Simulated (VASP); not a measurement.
# CuI (Marshite) (F-43m) in VASP: further runs, part 3 of 3

VASP 6.6.1.

## Step 5: Single point, PBEsol+U

Input file INCAR:

```
SYSTEM = CuI
PREC     = Accurate       ! precision mode
ENCUT    = 520            ! plane-wave cutoff, eV
EDIFF    = 1E-6           ! SCF threshold, eV
ISMEAR   = -1             ! smearing method
SIGMA    = 0.05           ! smearing width, eV
LREAL    = .False.        ! projectors in reciprocal space
LASPH    = .True.         ! aspherical terms in the spheres
NELM     = 150            ! most SCF steps
ALGO     = Normal         ! electronic algorithm
ISIF     = 2              ! what is computed and relaxed
LWAVE    = .False.        ! write WAVECAR
LCHARG   = .False.        ! write CHGCAR
LMAXMIX  = 4              ! l up to which the mixer works
LDAU     = .True.         ! DFT+U
LDAUTYPE = 2            
LDAUL    = -1 2           ! shell
LDAUU    = 0 5            ! U, eV
LDAUJ    = 0 0          
LDAUPRINT= 1            
GGA      = PS             ! functional
NBANDS   = 16             ! bands
```

Input file KPOINTS:

```
regular mesh
0
Gamma
  8 8 8
  0 0 0
```

Input file POSCAR:

```
CuI
1.0
    0.0000000000      3.0315000000      3.0315000000
    3.0315000000      0.0000000000      3.0315000000
    3.0315000000      3.0315000000      0.0000000000
I Cu
1 1
Direct
    0.0000000000      0.0000000000      0.0000000000
    0.7500000000      0.7500000000      0.7500000000
```

Potentials or basis: VASP PAW PBE potentials, release 64 (I, Cu).

Command:

```sh
$ cat potpaw_PBE.64/I/POTCAR potpaw_PBE.64/Cu/POTCAR > POTCAR
$ mpirun -np 1 vasp_std > vasp.out
```

OUTCAR:

```text
SYSTEM = CuI
   PREC = Accurate
   ENCUT = 520
   EDIFF = 1E-6
   ISMEAR = -1
   LREAL = .False.
   LASPH = .True.
   NELM = 150
   ISIF = 2
   GGA = PS

 ion  position               nearest neighbor table
   1  0.000  0.000  0.000-   2 2.63   2 2.63   2 2.63   2 2.63
   2  0.750  0.750  0.750-   1 2.63   1 2.63   1 2.63   1 2.63

  LATTYP: Found a face centered cubic cell.
 ALAT       =     6.0630000000

  Lattice vectors:

 A1 = (   0.0000000000,   3.0315000000,   3.0315000000)
 A2 = (   3.0315000000,   0.0000000000,   3.0315000000)
 A3 = (   3.0315000000,   3.0315000000,   0.0000000000)

Analysis of symmetry for initial positions (statically):
=====================================================================
 Subroutine PRICEL returns:
 Original cell was already a primitive cell.

 Routine SETGRP: Setting up the symmetry group for a
 face centered cubic supercell.

 Subroutine GETGRP returns: Found 24 space group operations
 (whereof 24 operations were pure point group operations)
 out of a pool of 48 trial point group operations.

The static configuration has the point symmetry T_d .

Analysis of symmetry for dynamics (positions and initial velocities):
=====================================================================
 Subroutine PRICEL returns:
 Original cell was already a primitive cell.

 Routine SETGRP: Setting up the symmetry group for a
 face centered cubic supercell.

 Subroutine GETGRP returns: Found 24 space group operations
 (whereof 24 operations were pure point group operations)
 out of a pool of 48 trial point group operations.

The dynamic configuration has the point symmetry T_d .

 Subroutine INISYM returns: Found 24 space group operations
 (whereof 24 operations are pure point group operations),
 and found     1 'primitive' translations

----------------------------------------------------------------------------------------

                                     Primitive cell

  volume of cell :      55.7189

  direct lattice vectors                    reciprocal lattice vectors
     0.000000000  3.031500000  3.031500000    -0.164934851  0.164934851  0.164934851
     3.031500000  0.000000000  3.031500000     0.164934851 -0.164934851  0.164934851
     3.031500000  3.031500000  0.000000000     0.164934851  0.164934851 -0.164934851

  length of vectors
     4.287188414  4.287188414  4.287188414     0.285675541  0.285675541  0.285675541

  position of ions in fractional coordinates (direct lattice)
     0.000000000  0.000000000  0.000000000
     0.750000000  0.750000000  0.750000000

  ion indices of the primitive-cell ions
[... 79 lines left out ...]
   IBRION =     -1    ionic relax: 0-MD 1-quasi-New 2-CG
   NFREE  =      0    steps in history (QN), initial steepest desc. (CG)
   ISIF   =      2    stress and relaxation
   ISYM   =      2    0-nonsym 1-usesym 2-fastsym
   POTIM  = 0.5000    time-step for ionic-motion
   TEBEG  =    0.0;   TEEND  =   0.0 temperature during run
   PSTRESS=    0.0 pullay stress
   NELECT =      18.0000    total number of electrons
   NUPDOWN=      -1.0000    fix difference up-down
   EMIN   =  10.00;   EMAX   =-10.00  energy-range for DOS
   EFERMI =   0.00;   METHOD = LEGACY
   ISMEAR =    -1;   SIGMA  =   0.05  broadening in eV -4-tet -1-fermi 0-gaus
   EFERMI_NEDOS =   21; number of points for ismear=-14 and -15
   IALGO  =     38    algorithm
   IMIX   =      4    mixing-type and parameters
     AMIX     =   0.40;   BMIX     =  1.00
     AMIX_MAG =   1.60;   BMIX_MAG =  1.00
  volume/ion in A,a.u.               =      27.86       188.00
  Fermi-wavevector in a.u.,A,eV,Ry     =   1.123306  2.122741 17.168055  1.261816
  Thomas-Fermi vector in A             =   2.259971
   LORBIT       =      0    0 simple, 1 ext, 2 COOP (PROOUT), +10 PAW based schemes
 LDA+U is selected, type is set to LDAUTYPE =  2
   angular momentum for each species LDAUL =    -1    2
   U (eV)           for each species LDAUU =   0.0  5.0
   J (eV)           for each species LDAUJ =   0.0  0.0
   GGA     = PS    functional components
   LHFCALC =     F    Hartree Fock is set to
   AEXX    =    0.0000 exact exchange contribution
   IVDW    =     0    specifies the selected vdW correction
   LEPSILON=     F    determine dielectric tensor
   LRPA    =     F    only Hartree local field effects (RPA)
 non-spin polarized calculation
  energy-cutoff  :      520.00
  volume of cell :       55.72
 maximum number of plane-waves:      1524
   NGX = 15   NGY = 15   NGZ = 15

atom =   2  type =  2  l = 2

 onsite density matrix

spin component  1

  0.9529  0.0000 -0.0000  0.0000  0.0000
  0.0000  0.9529  0.0000  0.0000  0.0000
 -0.0000  0.0000  0.9461  0.0000  0.0000
  0.0000  0.0000  0.0000  0.9529 -0.0000
  0.0000  0.0000  0.0000 -0.0000  0.9461

spin component  2

  0.9529  0.0000 -0.0000  0.0000  0.0000
  0.0000  0.9529  0.0000  0.0000  0.0000
 -0.0000  0.0000  0.9461  0.0000  0.0000
  0.0000  0.0000  0.0000  0.9529 -0.0000
  0.0000  0.0000  0.0000 -0.0000  0.9461

 occupancies and eigenvectors

  o =  0.9461  v =  0.0000 -0.0000  0.9976 -0.0000 -0.0697  0.0000  0.0000  0.0000  0.0000  0.0000      0.0000  0.0000  0.0000  0.0000  0.0000  0.0000  0.0000  0.0000  0.0000  0.0000
  o =  0.9461  v =  0.0000 -0.0000 -0.0697  0.0000 -0.9976  0.0000  0.0000  0.0000  0.0000  0.0000      0.0000  0.0000  0.0000  0.0000  0.0000  0.0000  0.0000  0.0000  0.0000  0.0000
  o =  0.9461  v =  0.0000  0.0000  0.0000  0.0000  0.0000  0.0000 -0.0000  0.9976 -0.0000 -0.0697      0.0000  0.0000  0.0000  0.0000  0.0000  0.0000  0.0000  0.0000  0.0000  0.0000
  o =  0.9461  v =  0.0000  0.0000  0.0000  0.0000  0.0000  0.0000 -0.0000 -0.0697  0.0000 -0.9976      0.0000  0.0000  0.0000  0.0000  0.0000  0.0000  0.0000  0.0000  0.0000  0.0000
  o =  0.9529  v =  0.0000  0.0000  0.0000  0.0000  0.0000  1.0000  0.0000  0.0000  0.0000  0.0000      0.0000  0.0000  0.0000  0.0000  0.0000  0.0000  0.0000  0.0000  0.0000  0.0000
  o =  0.9529  v =  1.0000  0.0000  0.0000  0.0000  0.0000  0.0000  0.0000  0.0000  0.0000  0.0000      0.0000  0.0000  0.0000  0.0000  0.0000  0.0000  0.0000  0.0000  0.0000  0.0000
  o =  0.9529  v =  0.0000  0.0000  0.0000  0.0000  0.0000  0.0000 -0.5422  0.0000  0.8403  0.0000      0.0000  0.0000  0.0000  0.0000  0.0000  0.0000  0.0000  0.0000  0.0000  0.0000
  o =  0.9529  v =  0.0000 -0.5422  0.0000  0.8403  0.0000  0.0000  0.0000  0.0000  0.0000  0.0000      0.0000  0.0000  0.0000  0.0000  0.0000  0.0000  0.0000  0.0000  0.0000  0.0000
  o =  0.9529  v =  0.0000  0.0000  0.0000  0.0000  0.0000  0.0000  0.8403  0.0000  0.5422  0.0000      0.0000  0.0000  0.0000  0.0000  0.0000  0.0000  0.0000  0.0000  0.0000  0.0000
  o =  0.9529  v =  0.0000  0.8403  0.0000  0.5422  0.0000  0.0000  0.0000  0.0000  0.0000  0.0000      0.0000  0.0000  0.0000  0.0000  0.0000  0.0000  0.0000  0.0000  0.0000  0.0000

 number of electron      18.0000015 magnetization

 Free energy of the ion-electron system (eV)
  ---------------------------------------------------
  ext. energy  EPLUGINS =         0.00000000
  ---------------------------------------------------
  free energy    TOTEN  =        -4.94150882 eV

  energy without entropy =       -4.94150882  energy(sigma->0) =       -4.94150882

 E-fermi :   4.5801     XC(G=0):  -9.0844

 val. band max:        3.6547792853   @ k =   0.0000   0.0000   0.0000
 cond. band min:       5.4313297661   @ k =   0.0000   0.0000   0.0000
 fundamental gap:      1.7765504808
 Fermi energy:         4.5800534932

 k-point     1 :       0.0000    0.0000    0.0000
  band No.  band energies     occupation
      1      -9.7256      2.00000
      2      -0.0606      2.00000
      3      -0.0606      2.00000
      4      -0.0606      2.00000
      5       1.1670      2.00000
      6       1.1670      2.00000
[... 433 lines left out ...]
      3      -0.2349      2.00000
      4       0.1125      2.00000
      5       1.1047      2.00000
      6       1.1779      2.00000
[... 8 lines left out ...]
     15      14.8688      0.00000
     16      15.5406      0.00000

 [... further k-points ...]
[... 5 lines left out ...]
  --------------------------------------------------------------------------------------
  -------------------------------------------------------------------------------------
  Total       -0.6244956     -0.6244956     -0.6244956      0.0000000      0.0000000      0.0000000
  in kB      -17.9571443    -17.9571443    -17.9571443      0.0000000      0.0000000      0.0000000
  external PRESSURE =     -17.9571443 kB  Pullay stress =       0.0000000 kB

 VOLUME and BASIS-vectors are now :
 -----------------------------------------------------------------------------
  energy-cutoff  :      520.00
  volume of cell :       55.72
      direct lattice vectors                 reciprocal lattice vectors
     0.000000000  3.031500000  3.031500000    -0.164934851  0.164934851  0.164934851
     3.031500000  0.000000000  3.031500000     0.164934851 -0.164934851  0.164934851
     3.031500000  3.031500000  0.000000000     0.164934851  0.164934851 -0.164934851

 POSITION                                       TOTAL-FORCE (eV/Angst)
 -----------------------------------------------------------------------------------
      0.00000      0.00000      0.00000         0.000000     -0.000000     -0.000000
      4.54725      4.54725      4.54725        -0.000000      0.000000      0.000000
 -----------------------------------------------------------------------------------
    total drift:                               -0.000000     -0.000000     -0.000000

  FREE ENERGIE OF THE ION-ELECTRON SYSTEM (eV)
  ---------------------------------------------------
  free  energy   TOTEN  =        -4.9415088233 eV

  energy  without entropy=       -4.9415088230  energy(sigma->0) =       -4.94150882
```

It took 8.2 s on 1 thread of Intel Xeon 6975P-C (Granite Rapids), shared host; peak memory 0.18 GiB.

What came out:

| Item | Value |
| --- | --- |
| Free energy | -4.9415 eV |
| Pressure | -1.8 GPa |
| Band gap on the k mesh | 1.78 eV, direct |

Eigenvalues of the final occupation matrices:
```csv
site,spin,trace,eigenvalues
site 2 d,1,4.75,0.95 0.95 0.95 0.95 0.95
site 2 d,2,4.75,0.95 0.95 0.95 0.95 0.95
```

Caveat: the PAW data sets were made with another functional, which shifts forces and pressure a little; spin-orbit coupling is left out, which moves the levels of the heavy elements.

## Step 6: Single point, PBEsol+U

Input file INCAR:

```
PREC = Accurate
ENCUT = 520
EDIFF = 1E-6
ISMEAR = -1
SIGMA = 0.05
LREAL = F
LASPH = T
NELM = 150
ALGO = Normal
ISIF = 2
LWAVE = F
LCHARG = T
LMAXMIX = 4
LDAU = T
LDAUTYPE = 2
LDAUL = -1 2
LDAUU = 0 6
LDAUJ = 0 0
LDAUPRINT = 1
GGA = PS
LELF = T
LVHAR = T
NBANDS = 16
```

Input file KPOINTS:

```
regular mesh
0
Gamma
  8 8 8
```

POSCAR is that of step 5.

Potentials or basis: VASP PAW PBE potentials, release 64 (I, Cu).

Command:

```sh
$ cat potpaw_PBE.64/I/POTCAR potpaw_PBE.64/Cu/POTCAR > POTCAR
$ mpirun -np 1 vasp_std > vasp.out
```

OUTCAR:

```text
PREC = Accurate
   ENCUT = 520
   EDIFF = 1E-6
   ISMEAR = -1
   LREAL = F
   LASPH = T
   NELM = 150
   ISIF = 2
   GGA = PS

 ion  position               nearest neighbor table
   1  0.000  0.000  0.000-   2 2.63   2 2.63   2 2.63   2 2.63
   2  0.750  0.750  0.750-   1 2.63   1 2.63   1 2.63   1 2.63

  LATTYP: Found a face centered cubic cell.
 ALAT       =     6.0630000000

  Lattice vectors:

 A1 = (   0.0000000000,   3.0315000000,   3.0315000000)
 A2 = (   3.0315000000,   0.0000000000,   3.0315000000)
 A3 = (   3.0315000000,   3.0315000000,   0.0000000000)

Analysis of symmetry for initial positions (statically):
=====================================================================
 Subroutine PRICEL returns:
 Original cell was already a primitive cell.

 Routine SETGRP: Setting up the symmetry group for a
 face centered cubic supercell.

 Subroutine GETGRP returns: Found 24 space group operations
 (whereof 24 operations were pure point group operations)
 out of a pool of 48 trial point group operations.

The static configuration has the point symmetry T_d .

Analysis of symmetry for dynamics (positions and initial velocities):
=====================================================================
 Subroutine PRICEL returns:
 Original cell was already a primitive cell.

[... 171 lines left out ...]
  o =  0.9490  v =  0.0000  0.0000  0.0000  0.0000  0.0000  0.0000  0.0000 -0.9435  0.0000  0.3313      0.0000  0.0000  0.0000  0.0000  0.0000  0.0000  0.0000  0.0000  0.0000  0.0000
  o =  0.9490  v =  0.0000  0.0000 -0.3313  0.0000 -0.9435  0.0000  0.0000  0.0000  0.0000  0.0000      0.0000  0.0000  0.0000  0.0000  0.0000  0.0000  0.0000  0.0000  0.0000  0.0000
  o =  0.9490  v =  0.0000  0.0000  0.0000  0.0000  0.0000  0.0000  0.0000 -0.3313  0.0000 -0.9435      0.0000  0.0000  0.0000  0.0000  0.0000  0.0000  0.0000  0.0000  0.0000  0.0000
  o =  0.9559  v =  1.0000  0.0000  0.0000  0.0000  0.0000  0.0000  0.0000  0.0000  0.0000  0.0000      0.0000  0.0000  0.0000  0.0000  0.0000  0.0000  0.0000  0.0000  0.0000  0.0000
  o =  0.9559  v =  0.0000  0.0000  0.0000  0.0000  0.0000  1.0000  0.0000  0.0000  0.0000  0.0000      0.0000  0.0000  0.0000  0.0000  0.0000  0.0000  0.0000  0.0000  0.0000  0.0000
  o =  0.9559  v =  0.0000  0.0000  0.0000  0.0000  0.0000  0.0000  0.0128  0.0000  0.9999  0.0000      0.0000  0.0000  0.0000  0.0000  0.0000  0.0000  0.0000  0.0000  0.0000  0.0000
  o =  0.9559  v =  0.0000  0.0128  0.0000  0.9999  0.0000  0.0000  0.0000  0.0000  0.0000  0.0000      0.0000  0.0000  0.0000  0.0000  0.0000  0.0000  0.0000  0.0000  0.0000  0.0000
  o =  0.9559  v =  0.0000  0.0000  0.0000  0.0000  0.0000  0.0000 -0.9999 -0.0000  0.0128 -0.0000      0.0000  0.0000  0.0000  0.0000  0.0000  0.0000  0.0000  0.0000  0.0000  0.0000
  o =  0.9559  v =  0.0000 -0.9999 -0.0000  0.0128 -0.0000  0.0000  0.0000  0.0000  0.0000  0.0000      0.0000  0.0000  0.0000  0.0000  0.0000  0.0000  0.0000  0.0000  0.0000  0.0000

 number of electron      18.0000015 magnetization

 Free energy of the ion-electron system (eV)
  ---------------------------------------------------
  ext. energy  EPLUGINS =         0.00000000
  ---------------------------------------------------
  free energy    TOTEN  =        -4.71155478 eV

  energy without entropy =       -4.71155478  energy(sigma->0) =       -4.71155478

 E-fermi :   4.5189     XC(G=0):  -9.0741

 val. band max:        3.5404191007   @ k =   0.0000   0.0000   0.0000
 cond. band min:       5.4532981014   @ k =   0.0000   0.0000   0.0000
 fundamental gap:      1.9128790008
 Fermi energy:         4.5189182572

 k-point     1 :       0.0000    0.0000    0.0000
  band No.  band energies     occupation
      1      -9.7218      2.00000
      2      -0.2507      2.00000
      3      -0.2507      2.00000
      4      -0.2507      2.00000
      5       0.8814      2.00000
      6       0.8814      2.00000
[... 433 lines left out ...]
      3      -0.3516      2.00000
      4      -0.0502      2.00000
      5       0.8200      2.00000
      6       0.8928      2.00000
[... 8 lines left out ...]
     15      14.8539      0.00000
     16      15.5410      0.00000

 [... further k-points ...]
[... 5 lines left out ...]
  --------------------------------------------------------------------------------------
  -------------------------------------------------------------------------------------
  Total       -0.6279570     -0.6279570     -0.6279570     -0.0000000     -0.0000000     -0.0000000
  in kB      -18.0566736    -18.0566736    -18.0566736     -0.0000000     -0.0000000     -0.0000000
  external PRESSURE =     -18.0566736 kB  Pullay stress =       0.0000000 kB

 VOLUME and BASIS-vectors are now :
 -----------------------------------------------------------------------------
  energy-cutoff  :      520.00
  volume of cell :       55.72
      direct lattice vectors                 reciprocal lattice vectors
     0.000000000  3.031500000  3.031500000    -0.164934851  0.164934851  0.164934851
     3.031500000  0.000000000  3.031500000     0.164934851 -0.164934851  0.164934851
     3.031500000  3.031500000  0.000000000     0.164934851  0.164934851 -0.164934851

 POSITION                                       TOTAL-FORCE (eV/Angst)
 -----------------------------------------------------------------------------------
      0.00000      0.00000      0.00000         0.000000      0.000000      0.000000
      4.54725      4.54725      4.54725        -0.000000     -0.000000     -0.000000
 -----------------------------------------------------------------------------------
    total drift:                               -0.000001     -0.000001     -0.000001

  FREE ENERGIE OF THE ION-ELECTRON SYSTEM (eV)
  ---------------------------------------------------
  free  energy   TOTEN  =        -4.7115547837 eV

  energy  without entropy=       -4.7115547836  energy(sigma->0) =       -4.71155478
```

OSZICAR:

```text
N       E                     dE             d eps       ncg     rms          rms(c)
DAV:   1     0.997588272960E+02    0.99759E+02   -0.76230E+03   928   0.121E+03
DAV:   2     0.234449140953E+01   -0.97414E+02   -0.90200E+02  1000   0.241E+02
DAV:   3    -0.457523860205E+01   -0.69197E+01   -0.68445E+01  1224   0.693E+01
DAV:   4    -0.474122160299E+01   -0.16598E+00   -0.16591E+00  1128   0.104E+01
DAV:   5    -0.474903986204E+01   -0.78183E-02   -0.78181E-02  1424   0.244E+00    0.381E+00
DAV:   6    -0.472155265590E+01    0.27487E-01   -0.18336E-01  1112   0.145E+01    0.222E+00
DAV:   7    -0.471373386477E+01    0.78188E-02   -0.59026E-02  1176   0.831E+00    0.127E+00
DAV:   8    -0.471129794520E+01    0.24359E-02   -0.14026E-02  1480   0.286E+00    0.150E-01
DAV:   9    -0.471141555228E+01   -0.11761E-03   -0.91764E-04  1216   0.217E-01    0.783E-02
DAV:  10    -0.471155111685E+01   -0.13556E-03   -0.13947E-04  1064   0.778E-02    0.126E-02
DAV:  11    -0.471155413778E+01   -0.30209E-05   -0.63990E-06  1288   0.232E-02    0.114E-02
DAV:  12    -0.471155478373E+01   -0.64595E-06   -0.47911E-06  1136   0.140E-02
   1 F= -.47115548E+01 E0= -.47115548E+01  d E =-.932563E-10
```

It took 8.7 s on 1 thread of Intel Xeon 6975P-C (Granite Rapids), shared host; peak memory 0.18 GiB.

What came out:

* Free energy: -4.7116 eV
* Pressure: -1.8 GPa
* Band gap on the k mesh: 1.91 eV, direct

Levels at points of the mesh, in eV from the valence-band top:
| k point | band 5 | band 6 | band 7 | band 8 | band 9 | band 10 | band 11 | band 12 | band 13 | band 14 |
| --- | --- | --- | --- | --- | --- | --- | --- | --- | --- | --- |
| (0.00, 0.00, 0.00) | -2.66 | -2.66 | 0.00 | 0.00 | 0.00 | 1.91 | 5.70 | 5.70 | 5.70 | 8.88 |
| (0.50, 0.00, 0.00) | -2.64 | -2.64 | -2.60 | -0.75 | -0.75 | 2.93 | 6.11 | 6.11 | 7.96 | 9.79 |
| (0.50, 0.50, 0.00) | -2.64 | -2.59 | -2.43 | -1.88 | -1.88 | 3.25 | 3.57 | 9.85 | 10.56 | 10.56 |

Eigenvalues of the final occupation matrices:
| site | spin | trace | eigenvalues |
| --- | --- | --- | --- |
| site 2 d | 1 | 4.77 | 0.95 0.95 0.96 0.96 0.96 |
| site 2 d | 2 | 4.77 | 0.95 0.95 0.96 0.96 0.96 |

Caveat: the PAW data sets were made with another functional, which shifts forces and pressure a little; spin-orbit coupling is left out, which moves the levels of the heavy elements.

## Step 7: Summary

| U | gap on the mesh (eV) | pressure (GPa) |
| --- | --- | --- |
| Cu d U = 2.0 eV | 1.34 | -2.3 |
| Cu d U = 3.0 eV | 1.49 | -2.2 |
| Cu d U = 4.0 eV | 1.63 | -1.8 |
| Cu d U = 5.0 eV | 1.78 | -1.8 |
| Cu d U = 6.0 eV | 1.91 | -1.8 |

Alike in all rows: task single point; level PBEsol+U; potentials or basis VASP PAW PBE potentials, release 64 (I, Cu); no spin polarisation; cell as given; k mesh 8 × 8 × 8; cutoff (eV) 520; smearing fermi-dirac 0.05 eV.

On the cell as given the gap runs from 1.34 eV (PBEsol+U) to 1.91 eV (PBEsol+U).

Caveats: the PAW data sets were made with another functional, which shifts forces and pressure a little; spin-orbit coupling is left out, which moves the levels of the heavy elements.

Absolute energies hang on the potentials; compare differences alone.
